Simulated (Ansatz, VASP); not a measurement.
## One calculation of ZnSe, two programs

```
CELL_PARAMETERS angstrom
0.00000 2.83318 2.83318
2.83318 0.00000 2.83318
2.83318 2.83318 0.00000
ATOMIC_POSITIONS crystal
Zn 0.00000 0.00000 0.00000
Se 0.25000 0.25000 0.25000
```

Alike in both runs: functional r2SCAN; k mesh 8 × 8 × 8; occupations fermi-dirac, width 0.02 eV; no spin polarisation.

Ansatz relaxed the structure, and its values are those at the end. VASP's run is a single point on that final structure, the one shown.

```csv
,VASP,Ansatz
version,VASP 6.6.1,Ansatz 0.2.0
potentials or method,"VASP PAW PBE potentials, release 64 (Zn, Se), cutoff 520 eV",PAW plane waves
valence electrons in the cell,18,28
```

Ansatz gave:

```
gap on the k mesh at the Fermi level (eV) : 1.86
pressure (GPa)                            : 0.0
```

Question: Which values does VASP return?

Answer: gap on the k mesh at the Fermi level (eV): 1.87; pressure (GPa): 0.1.

VASP's potentials were made for PBE, not for r2SCAN. The functional is the same, so the differences come from potentials, cutoffs and numerics. VASP's potentials hold 18 valence electrons a cell and Ansatz's 28, so a difference there can come from the potentials and not from the codes. Ansatz's warnings: stress scf threshold loose.
